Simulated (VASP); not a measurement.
# Si2B2C: relaxation of cell and atoms with PBE

Crystal: Si2B2C.

```
Si B C
1.0
     3.99762    0.00000    0.00000
    -1.99881    3.46204    0.00000
     0.00000    0.00000    4.10344
Si B C
2 2 1
Direct
  0.33333 0.66667 0.83686
  0.66667 0.33333 0.16314
  0.33333 0.66667 0.34260
  0.66667 0.33333 0.65740
  0.00000 0.00000 0.00000
```

The cell was built from a structure type or drawn by symmetry, and may not be a known phase.

```
Program                : VASP 6.6.1
Task                   : relaxation of cell and atoms
Functional             : PBE
Potentials or basis    : VASP PAW PBE potentials, release 64 (Si, B_h, C_h)
Cutoff                 : 910 eV
k mesh                 : 6 × 6 × 4
Occupations            : gaussian, width 0.1 eV
Spin                   : no spin polarisation
Dipole correction      : no
Further INCAR settings : ALGO = Normal; EDIFF = 1e-07; IBRION = 2; EDIFFG = -0.04; NSW = 90; ISIF = 3
```

```
Relaxed volume                        : 8.77 Å³/atom
Relaxed cell                          : a = 2.979 Å, b = 2.979 Å, c = 5.708 Å, α = 90.00°, β = 90.00°, γ = 120.00°
Space group after relaxing (to 0.1 Å) : P-3m1 (No. 164)
Energy gained by relaxing             : 1196.6 meV/atom
Ionic steps                           : 51
Pressure after relaxing               : -0.3 GPa
Largest force after relaxing          : 0.031 eV/Å
Band gap on the k mesh                : zero (bands 9 and 10 overlap by 4.75 eV)
```

Forces in eV/Å, atoms in the order of the input:
```
Si   0.000  0.000  0.004
Si   0.000  0.000 -0.004
B    0.000  0.000  0.031
B    0.000  0.000 -0.031
C    0.000  0.000  0.000
```

Step by step:
```csv
step,energy change (eV),largest force (eV/Å),pressure (GPa),volume (Å³)
1,0.0000,0.3100,-10.87,56.79
3,-0.2968,0.3755,3.19,49.80
5,-0.0233,4.3184,44.98,41.28
7,-0.6245,0.5685,14.44,45.69
9,-0.7913,0.4080,-2.73,50.56
11,-0.7948,0.2913,-1.05,49.87
13,-0.8072,0.2120,-0.28,49.67
15,-0.8076,1.0835,1.79,49.42
17,-0.8163,0.5937,0.97,49.54
19,-0.8402,0.8687,1.20,49.50
21,-1.0506,2.1272,1.45,49.29
23,-1.3475,6.8586,7.10,48.76
25,-1.3946,5.6110,5.43,48.88
27,-1.4004,5.9262,5.73,48.87
29,-1.4013,6.1454,5.95,48.86
31,-1.4182,6.1434,5.86,48.86
33,-1.4941,6.1339,5.44,48.87
35,-1.7905,6.0972,3.70,48.92
37,-2.8734,5.9749,-3.04,49.01
39,-4.6272,4.9407,-10.55,47.78
41,-5.0598,4.6295,-12.18,47.69
43,-5.8182,1.5638,-8.82,45.20
45,-5.9492,0.6113,3.34,42.91
47,-5.9671,0.4294,2.06,43.24
49,-5.9816,0.1454,0.03,43.80
51,-5.9832,0.0315,-0.25,43.87
```

Final structure:
```xyz
5
Lattice="2.9791 0.0000 0.0000 -1.4895 2.5800 0.0000 0.0000 0.0000 5.7076" Properties=species:S:1:pos:R:3 pbc="T T T"
Si    0.0000    1.7200    4.5660
Si    1.4895    0.8600    1.1416
B     0.0000    1.7200    2.5988
B     1.4895    0.8600    3.1088
C     0.0000    0.0000    0.0000
```

Levels at points of the mesh, in eV from the Fermi level:
| k point | band 7 | band 8 | band 9 | band 10 | band 11 | band 12 |
| --- | --- | --- | --- | --- | --- | --- |
| (0.00, 0.00, 0.00) | -1.19 | -1.19 | -0.38 | 4.27 | 5.00 | 5.48 |
| (0.50, 0.00, 0.00) | -5.00 | -2.97 | -1.02 | -0.04 | 2.25 | 2.52 |
| (0.00, 0.00, 0.50) | -1.12 | -1.12 | 3.21 | 3.89 | 3.89 | 4.10 |
| (0.50, 0.00, 0.50) | -4.18 | -3.87 | -3.86 | -1.54 | 1.52 | 2.60 |

Wall time 7.7 min on 1 thread of Intel(R) Xeon(R) 6975P-C (Granite Rapids), with other jobs on the host, peak memory 0.28 GiB.

Caveat: the k points lie up to 0.41 Å⁻¹ apart in the final cell, too coarse for converged energies and pressures of a metal; the cutoff is under 1.25 times the usual one of these potentials, so pressure, stress and relaxed cells hold a basis-set (Pulay) error; the volume moved by over 15 % at a fixed basis, so the end points are rough.
